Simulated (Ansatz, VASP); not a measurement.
## One calculation of BaTe, two programs

```
Ba Te
1.0
     0.01717    3.44173    3.44173
     3.44173    0.01717    3.44173
     3.44173    3.44173    0.01717
Ba Te
1 1
Direct
  0.00000 0.00000 0.00000
  0.50000 0.50000 0.50000
```

Change from the starting cell: equal xy, yz and zx engineering shears of +0.5 %.

Alike in both runs: functional LDA; k mesh 6 × 6 × 6; no spin polarisation.

Ansatz relaxed the structure, and its values are those at the end. VASP's run is a single point on that final structure, the one shown.

```csv
,VASP,Ansatz
version,VASP 6.6.1,Ansatz 0.2.0
potentials or method,"VASP PAW LDA potentials, release 64 (Ba_sv, Te), cutoff 520 eV","all-electron LAPW, scalar-relativistic"
occupations,"gaussian, width 0.01 eV",fixed
```

|  | VASP | Ansatz | Ansatz less VASP |
| --- | --- | --- | --- |
| gap on the k mesh at the Fermi level (eV) | 1.25 | 1.35 | +0.103 |
| pressure (GPa) | 0.5 | 0.0 | -0.45 |

LDA's correlation is that of Perdew and Zunger in VASP and of Perdew and Wang (1992) in Ansatz. Ansatz ran all-electron here, and VASP with PAW potentials.

Spin-orbit coupling is off throughout.
